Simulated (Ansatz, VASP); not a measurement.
GaB in VASP and in Ansatz

The input INCAR:

```
PREC     = Accurate       # precision mode
ENCUT    = 520            # plane-wave cutoff, eV
EDIFF    = 1E-6           # SCF threshold, eV
ISMEAR   = -1             # smearing method
SIGMA    = 0.05           # smearing width, eV
LREAL    = F              # projectors in reciprocal space
LASPH    = T              # aspherical terms in the spheres
NELM     = 80             # most SCF steps
ALGO     = Normal         # electronic algorithm
ISIF     = 2              # what is computed and relaxed
LWAVE    = F              # write WAVECAR
LCHARG   = F              # write CHGCAR
GGA      = PE             # functional
NBANDS   = 15             # bands
```

The input KPOINTS:

```
Automatic mesh
0
Gamma
  8 8 7
```

The input POSCAR:

```
GaB
1.0
    2.7182400000      0.0000000000      0.0000000000
    0.0000000000      2.7182400000      0.0000000000
    0.0000000000      0.0000000000      3.2038479000
Ga B
1 1
Direct
    0.5000000000      0.5000000000      0.5000000000
    0.0000000000      0.0000000000      0.0000000000
```

Contents of input.yaml:

```yaml
crystal:
  lattice:
    - [2.71824, 0.0, 0.0]
    - [0.0, 2.71824, 0.0]
    - [0.0, 0.0, 3.2038479]
  atoms:
    - { symbol: Ga, position: [0.5, 0.5, 0.5] }
    - { symbol: B, position: [0.0, 0.0, 0.0] }
hamiltonian:
  xc: pbe
  pseudopotentials: { kind: paw }
kpoints:
  mp_grid: { grid: [8, 8, 7] }
scf:
  occupations: { method: fermi_dirac, width: 0.05 }
output:
  forces: true
  stress: true
  eigenvalues: true
  write_density: true
  write_potential: true
  elf: true
  volumetric_format: npy
```

Alike in both runs: task single point; functional PBE; k mesh 8 × 8 × 7; occupations fermi-dirac, width 0.05 eV; no spin polarisation.

```csv
,VASP,Ansatz
version,VASP 6.6.1,Ansatz 0.2.0
potentials or method,"VASP PAW PBE potentials, release 64 (Ga_d, B)",Ansatz PAW
plane-wave cutoff (eV),520,420
valence electrons in the cell,16,16
```

```tsv
	VASP	Ansatz	Ansatz less VASP
gap on the k mesh at the Fermi level (eV)	none	none	-
pressure (GPa)	2.0	1.9	-0.10
traceless stress, the component that is largest in VASP (GPa)	1.19	1.20	+0.009
```

A gap of «none» marks a metal or a gap that the smearing closes.
